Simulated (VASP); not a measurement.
A run of VASP 6.6.1 is set up as follows.

Contents of INCAR:

```
SYSTEM = Ba3Ca4O7
ALGO = Normal
EDIFF = 1E-6
ENCUT = 1000
GGA = PE
GGA_COMPAT = .FALSE.
ISIF = 2
ISMEAR = -1
ISYM = 0
LASPH = .TRUE.
LCHARG = .FALSE.
LREAL = .FALSE.
LWAVE = .FALSE.
NBANDS = 69
NELM = 120
PREC = Accurate
SIGMA = 0.1172
```

File KPOINTS:

```
k-points
0
G
  1 1 1
  0 0 0
```

POSCAR

```
Ba3Ca4O7
1.0
    6.1422690000      0.0463550000      0.2046950000
    0.0463550000      6.1618090000      0.0560510000
    0.2046950000      0.0560510000      6.1205050000
Ba O Ca
3 7 4
Direct
    0.8897538037      0.9263068156      0.7924709516
    0.2382488408      0.3861016712      0.6474500501
    0.2586405728      0.8539612546      0.3143489280
    0.1592794019      0.0926736693     -0.0274008679
   -0.0658908305      0.6273816282      0.4967191687
    0.5429011283      0.5664126438      0.2862266853
   -0.0114585302      0.1623059676      0.4699610722
    0.5053033066      0.0027340073      0.5546419284
    0.6124231642      0.0782840843      0.0355666958
    0.1948493635      0.5906396873     -0.0444627748
    0.3917071600      0.3300666322      0.0826010171
    0.8706852971      0.4247062194      0.2553527633
    0.7434648431      0.8942590509      0.3124871804
    0.3990908403      0.8717590014      0.8467589091
```

Potentials or basis: VASP PAW PBE potentials, release 64 (Ba_sv, O_h, Ca_sv).

The run is started by

```sh
$ cat potpaw_PBE.64/Ba_sv/POTCAR potpaw_PBE.64/O_h/POTCAR potpaw_PBE.64/Ca_sv/POTCAR > POTCAR
$ mpirun -np 1 vasp_gam > vasp.out
```

Q: What does it give for the pressure?

A: 21.6 GPa.

Q: What does it give for the largest force?

A: 2.604 eV/Å.

Stress tensor (GPa, compression positive):
```
21.47 -0.70  4.63
-0.70 18.81  3.97
 4.63  3.97 24.48
```

Caveat: the k points lie up to 1.03 Å⁻¹ apart, too coarse for converged energies, forces and pressures; the atoms stand as in a frame of molecular dynamics.
